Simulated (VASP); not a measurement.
# TiSi2 (Immm) in VASP: single point with PBEsol

Aim: the single point of TiSi2 with PBEsol.

Program: VASP 6.6.1. These are calculated values, not measurements. Logs are shortened: lines on timing, memory, paths and dates and some standing lists are left out, and cuts for length are marked.

## Step 1: The cell of the first run

It takes space group Immm (No. 71, orthorhombic). The conventional cell has a = 2.946 Å, b = 3.424 Å, c = 8.424 Å, α = 90.00°, β = 90.00°, γ = 90.00°. Within 3.5 Å of Ti (site symmetry mmm) lie 10 Si at 2.67 to 2.78 Å and 4 Ti at 2.95 to 3.42 Å. Within 3.5 Å of Si (site symmetry mm2) lie 9 Si at 2.63 to 3.42 Å and 5 Ti at 2.67 to 2.78 Å.

## Step 2: Single point, PBEsol

POSCAR

```
TiSi2
1.0
   -1.4728720000      1.7121300000      4.2120830000
    1.4728720000     -1.7121300000      4.2120830000
    1.4728720000      1.7121300000     -4.2120830000
Ti Si
1 2
Direct
    0.0000000000      0.0000000000      0.0000000000
    0.6700780000      0.6700780000      0.0000000000
    0.3299220000      0.3299220000      0.0000000000
```

INCAR.step1

```
SYSTEM = TiSi2
PREC     = Accurate       ! precision mode
ENCUT    = 520            ! plane-wave cutoff, eV
EDIFF    = 1E-6           ! SCF threshold, eV
ISMEAR   = -1             ! smearing method
SIGMA    = 0.05           ! smearing width, eV
LREAL    = .False.        ! projectors in reciprocal space
LASPH    = .True.         ! aspherical terms in the spheres
NELM     = 100            ! most SCF steps
ALGO     = Normal         ! electronic algorithm
ISIF     = 2              ! what is computed and relaxed
LWAVE    = .False.        ! write WAVECAR
LCHARG   = .True.         ! write CHGCAR
LMAXMIX  = 4              ! l up to which the mixer works
GGA      = PS             ! functional
NBANDS   = 17             ! bands
```

KPOINTS.step1

```
regular mesh
0
Gamma
  10 10 10
  0 0 0
```

INCAR.step2

```
SYSTEM = TiSi2
PREC     = Accurate       ! precision mode
ENCUT    = 520            ! plane-wave cutoff, eV
EDIFF    = 1E-6           ! SCF threshold, eV
ISMEAR   = -5             ! smearing method
SIGMA    = 0.05           ! smearing width, eV
LREAL    = .False.        ! projectors in reciprocal space
LASPH    = .True.         ! aspherical terms in the spheres
NELM     = 100            ! most SCF steps
ALGO     = Normal         ! electronic algorithm
ISIF     = 2              ! what is computed and relaxed
LWAVE    = .False.        ! write WAVECAR
LCHARG   = .False.        ! write CHGCAR
LMAXMIX  = 4              ! l up to which the mixer works
GGA      = PS             ! functional
LORBIT   = 11             ! projections on sites
NEDOS    = 2001           ! points of the DOS
ICHARG   = 11             ! starting density
```

KPOINTS.step2

```
regular mesh
0
Gamma
  15 15 15
  0 0 0
```

Potentials or basis: VASP PAW PBE potentials, release 64 (Ti_sv, Si).

Launch:

```bash
cat potpaw_PBE.64/Ti_sv/POTCAR potpaw_PBE.64/Si/POTCAR > POTCAR
cp INCAR.step1 INCAR
cp KPOINTS.step1 KPOINTS
mpirun -np 1 vasp_std > vasp.out
cp INCAR.step2 INCAR
cp KPOINTS.step2 KPOINTS
mpirun -np 1 vasp_std > vasp.out
```

OUTCAR:

```text
SYSTEM = TiSi2
   PREC = Accurate
   ENCUT = 520
   EDIFF = 1E-6
   ISMEAR = -5
   LREAL = .False.
   LASPH = .True.
   NELM = 100
   ISIF = 2
   GGA = PS
   LORBIT = 11
   ICHARG = 11

 ion  position               nearest neighbor table
   1  0.000  0.000  0.000-   2 2.67   2 2.67   2 2.67   3 2.67   2 2.67   3 2.67   3 2.67   3 2.67
                             2 2.78   3 2.78
   2  0.670  0.670  0.000-   3 2.63   3 2.63   3 2.63   3 2.63   1 2.67   1 2.67   1 2.67   1 2.67
                             1 2.78   3 2.87
   3  0.330  0.330  0.000-   2 2.63   2 2.63   2 2.63   2 2.63   1 2.67   1 2.67   1 2.67   1 2.67
                             1 2.78   2 2.87

  LATTYP: Found a body centered orthorhombic cell.
 ALAT       =     2.9457440000
 B/A-ratio  =     1.1624431723
 C/A-ratio  =     2.8597753233

  Lattice vectors:

 A1 = (  -1.4728720000,   1.7121300000,   4.2120830000)
 A2 = (   1.4728720000,  -1.7121300000,   4.2120830000)
 A3 = (   1.4728720000,   1.7121300000,  -4.2120830000)

Analysis of symmetry for initial positions (statically):
=====================================================================
 Subroutine PRICEL returns:
 Original cell was already a primitive cell.

 Routine SETGRP: Setting up the symmetry group for a
 body centered orthorhombic supercell.

 Subroutine GETGRP returns: Found  8 space group operations
 (whereof  8 operations were pure point group operations)
 out of a pool of  8 trial point group operations.

The static configuration has the point symmetry D_2h.

Analysis of symmetry for dynamics (positions and initial velocities):
=====================================================================
 Subroutine PRICEL returns:
 Original cell was already a primitive cell.

 Routine SETGRP: Setting up the symmetry group for a
 body centered orthorhombic supercell.

 Subroutine GETGRP returns: Found  8 space group operations
 (whereof  8 operations were pure point group operations)
 out of a pool of  8 trial point group operations.

The dynamic configuration has the point symmetry D_2h.

 Subroutine INISYM returns: Found  8 space group operations
 (whereof  8 operations are pure point group operations),
 and found     1 'primitive' translations

----------------------------------------------------------------------------------------

                                     Primitive cell

  volume of cell :      42.4873

  direct lattice vectors                    reciprocal lattice vectors
    -1.472872000  1.712130000  4.212083000     0.000000000  0.292033899  0.118706113
     1.472872000 -1.712130000  4.212083000     0.339472812  0.000000000  0.118706113
     1.472872000  1.712130000 -4.212083000     0.339472812  0.292033899  0.000000000

  length of vectors
     4.779370698  4.779370698  4.779370698     0.315237909  0.359628880  0.447800836

  position of ions in fractional coordinates (direct lattice)
     0.000000000  0.000000000  0.000000000
     0.670078000  0.670078000  0.000000000
     0.329922000  0.329922000  0.000000000

  ion indices of the primitive-cell ions
   primitive index   ion index
                 1           1
                 2           2
                 3           3

----------------------------------------------------------------------------------------

 KPOINTS: regular mesh

Automatic generation of k-mesh.
 Grid dimensions read from file:
 generate k-points for:   15   15   15

 Generating k-lattice:

  Cartesian coordinates                     Fractional coordinates (reciprocal lattice)
     0.000000000  0.019468927  0.007913741     0.066666667  0.000000000 -0.000000000
     0.022631521  0.000000000  0.007913741     0.000000000  0.066666667 -0.000000000
     0.022631521  0.019468927  0.000000000    -0.000000000  0.000000000  0.066666667

  Length of vectors
     0.021015861  0.023975259  0.029853389

  Shift w.r.t. Gamma in fractional coordinates (k-lattice)
     0.000000000  0.000000000  0.000000000

 TETIRR: Found   8492 inequivalent tetrahedra from    20250

 Subroutine IBZKPT returns following result:
 ===========================================

 Found    512 irreducible k-points:

 Following reciprocal coordinates:
            Coordinates               Weight
  0.000000  0.000000  0.000000      1.000000
  0.066667  0.000000 -0.000000      4.000000
  0.133333  0.000000 -0.000000      4.000000
  0.200000  0.000000 -0.000000      4.000000
  0.266667  0.000000 -0.000000      4.000000
  0.333333 -0.000000  0.000000      4.000000
[... 16 lines left out ...]
 -0.066667  0.066667 -0.000000      4.000000
  0.000000  0.133333 -0.000000      4.000000
 [... further k-points ...]
   k-points           NKPTS =    512   k-points in BZ     NKDIM =    512   number of bands    NBANDS=     14
   number of dos      NEDOS =   2001   number of ions     NIONS =      3
   total plane-waves  NPLWV =  46656
   dimension x,y,z NGX =    36 NGY =   36 NGZ =   36
   dimension x,y,z NGXF=    72 NGYF=   72 NGZF=   72
   ions per type =               1   2
   NGX,Y,Z   is equivalent  to a cutoff of  12.52, 12.52, 12.52 a.u.
   NGXF,Y,Z  is equivalent  to a cutoff of  25.04, 25.04, 25.04 a.u.
 SYSTEM =  TiSi2
   PREC   = accura    normal or accurate (medium, high low for compatibility)
   ISTART =      0    job   : 0-new  1-cont  2-samecut
   ICHARG =     11    charge: 1-file 2-atom 10-const
   ISPIN  =      1    spin polarized calculation?
   LNONCOLLINEAR =      F non collinear calculations
   LSORBIT =      F    spin-orbit coupling
   LASPH  =      T    aspherical Exc in radial PAW
   ENCUT  =  520.0 eV  38.22 Ry    6.18 a.u.   8.89  8.89  8.89*2*pi/ulx,y,z
   NELM   =    100;   NELMIN=  2; NELMDL=  0     # of ELM steps
   EDIFF  = 0.1E-05   stopping-criterion for ELM
   LREAL  =      F    real-space projection
   EDIFFG = 0.1E-04   stopping-criterion for IOM
   NSW    =      0    number of steps for IOM
   IBRION =     -1    ionic relax: 0-MD 1-quasi-New 2-CG
   NFREE  =      0    steps in history (QN), initial steepest desc. (CG)
   ISIF   =      2    stress and relaxation
   ISYM   =      2    0-nonsym 1-usesym 2-fastsym
   POTIM  = 0.5000    time-step for ionic-motion
   TEBEG  =    0.0;   TEEND  =   0.0 temperature during run
   PSTRESS=    0.0 pullay stress
   NELECT =      20.0000    total number of electrons
   NUPDOWN=      -1.0000    fix difference up-down
   EMIN   =  10.00;   EMAX   =-10.00  energy-range for DOS
   EFERMI =   0.00;   METHOD = LEGACY
   ISMEAR =    -5;   SIGMA  =   0.05  broadening in eV -4-tet -1-fermi 0-gaus
   EFERMI_NEDOS =   21; number of points for ismear=-14 and -15
   IALGO  =     38    algorithm
   IMIX   =      4    mixing-type and parameters
     AMIX     =   0.40;   BMIX     =  1.00
     AMIX_MAG =   1.60;   BMIX_MAG =  1.00
  volume/ion in A,a.u.               =      14.16        95.57
  Fermi-wavevector in a.u.,A,eV,Ry     =   1.273499  2.406564 22.065925  1.621800
  Thomas-Fermi vector in A             =   2.406319
   LORBIT       =     11    0 simple, 1 ext, 2 COOP (PROOUT), +10 PAW based schemes
   GGA     = PS    functional components
   LHFCALC =     F    Hartree Fock is set to
   AEXX    =    0.0000 exact exchange contribution
   IVDW    =     0    specifies the selected vdW correction
   LEPSILON=     F    determine dielectric tensor
   LRPA    =     F    only Hartree local field effects (RPA)
 non-spin polarized calculation
 Fermi weights with tetrahedron method with Bloechl corrections
  energy-cutoff  :      520.00
  volume of cell :       42.49
 maximum number of plane-waves:      1172

 number of electron      19.9999998 magnetization

 Free energy of the ion-electron system (eV)
  ---------------------------------------------------
  ext. energy  EPLUGINS =         0.00000000
  ---------------------------------------------------
  free energy    TOTEN  =       -21.32542673 eV

  energy without entropy =      -21.32542673  energy(sigma->0) =      -21.32542673

 E-fermi :   9.9132     XC(G=0): -11.7787

 val. band max:        9.9853515514   @ k =  -0.4000  -0.4667   0.2667
 cond. band min:       9.8964581034   @ k =   0.4667  -0.4000   0.1333
 fundamental gap:     -0.0888934481
 Fermi energy:         9.9132489363

 k-point     1 :       0.0000    0.0000    0.0000
  band No.  band energies     occupation
      1     -46.0988      2.00000
      2     -22.5313      2.00000
      3     -22.5184      2.00000
      4     -22.2507      2.00000
      5      -2.6368      2.00000
      6       5.1756      2.00000
      7       5.7896      2.00000
      8       7.7697      2.00000
      9       9.2980      2.00000
     10      10.6787      0.00000
     11      11.9491      0.00000
     12      12.3264      0.00000
     13      13.0632      0.00000
     14      13.6941      0.00000

 k-point     2 :       0.0667    0.0000   -0.0000
  band No.  band energies     occupation
      1     -46.0985      2.00000
      2     -22.5309      2.00000
      3     -22.5226      2.00000
      4     -22.2504      2.00000
      5      -2.5716      2.00000
      6       4.9889      2.00000
      7       5.9224      2.00000
      8       7.6009      2.00000
      9       9.2468      2.00000
     10      10.7170      0.00000
     11      12.0402      0.00000
     12      12.2420      0.00000
     13      12.8769      0.00000
     14      13.7034      0.00000

 k-point     3 :       0.1333    0.0000   -0.0000
  band No.  band energies     occupation
      1     -46.0977      2.00000
      2     -22.5345      2.00000
      3     -22.5300      2.00000
      4     -22.2496      2.00000
      5      -2.3777      2.00000
      6       4.6189      2.00000
      7       6.0148      2.00000
      8       7.3241      2.00000
      9       9.1051      2.00000
     10      10.8276      0.00000
     11      12.0271      0.00000
     12      12.1194      0.00000
     13      12.6641      0.00000
     14      13.7071      0.00000
[... 324 lines left out ...]
 k-point    23 :      -0.0667    0.0667   -0.0000
  band No.  band energies     occupation
      1     -46.0969      2.00000
      2     -22.5290      2.00000
      3     -22.5209      2.00000
      4     -22.2656      2.00000
      5      -2.5035      2.00000
      6       5.2883      2.00000
      7       5.7286      2.00000
      8       7.6429      2.00000
      9       9.2852      2.00000
     10      10.3205      0.09538
     11      11.7542      0.00000
     12      12.1090      0.00000
     13      13.4415      0.00000
     14      13.6595      0.00000

 k-point    24 :       0.0000    0.1333   -0.0000
  band No.  band energies     occupation
      1     -46.0926      2.00000
      2     -22.5248      2.00000
      3     -22.5120      2.00000
      4     -22.3088      2.00000
      5      -2.2978      2.00000
      6       4.8456      2.00000
      7       6.5351      2.00000
      8       8.0340      2.00000
      9       9.1177      2.00000
     10       9.5376      1.89497
     11      11.1873      0.00000
     12      11.9689      0.00000
     13      13.6334      0.00000
     14      13.6534      0.00000

 [... further k-points ...]

------------------------ aborting loop because EDIFF is reached ----------------------------------------

  FORCE on cell =-STRESS in cart. coord.  units (eV):
  Direction    XX          YY          ZZ          XY          YZ          ZX
  --------------------------------------------------------------------------------------
  -------------------------------------------------------------------------------------
  Total       -0.7930311     -1.1689683     -1.2815780     -0.0000000      0.0000000      0.0000000
  in kB      -29.9048868    -44.0813286    -48.3277950     -0.0000000      0.0000000      0.0000000
  external PRESSURE =     -40.7713368 kB  Pullay stress =       0.0000000 kB

 VOLUME and BASIS-vectors are now :
 -----------------------------------------------------------------------------
  energy-cutoff  :      520.00
  volume of cell :       42.49
      direct lattice vectors                 reciprocal lattice vectors
    -1.472872000  1.712130000  4.212083000     0.000000000  0.292033899  0.118706113
     1.472872000 -1.712130000  4.212083000     0.339472812  0.000000000  0.118706113
     1.472872000  1.712130000 -4.212083000     0.339472812  0.292033899  0.000000000

 POSITION                                       TOTAL-FORCE (eV/Angst)
 -----------------------------------------------------------------------------------
      0.00000      0.00000      0.00000        -0.000000      0.000000      0.000000
      0.00000      0.00000      5.64485        -0.000000      0.000000     -0.020152
      0.00000      0.00000      2.77932         0.000000     -0.000000      0.020152
 -----------------------------------------------------------------------------------
    total drift:                               -0.000000      0.000000     -0.000000

  FREE ENERGIE OF THE ION-ELECTRON SYSTEM (eV)
  ---------------------------------------------------
  free  energy   TOTEN  =       -21.3254267311 eV

  energy  without entropy=      -21.3254267311  energy(sigma->0) =      -21.32542673

 total charge

# of ion       s       p       d       tot
------------------------------------------
    1        2.183   6.168   2.016  10.367
    2        0.778   0.824   0.000   1.601
    3        0.778   0.824   0.000   1.601
--------------------------------------------------
tot          3.739   7.815   2.016  13.570
```

Run time: 9.2 min. Hardware: 1 thread of Intel Xeon 8259CL, shared host; peak memory 0.45 GiB.

What came out:

```yaml
Valence_electrons_inside_the_program's_atomic_spheres: Ti 10.37; Si 1.60
```

Caveat: the PAW data sets were made with another functional, which shifts forces and pressure a little; tetrahedron occupations give inexact forces and stress in metals.
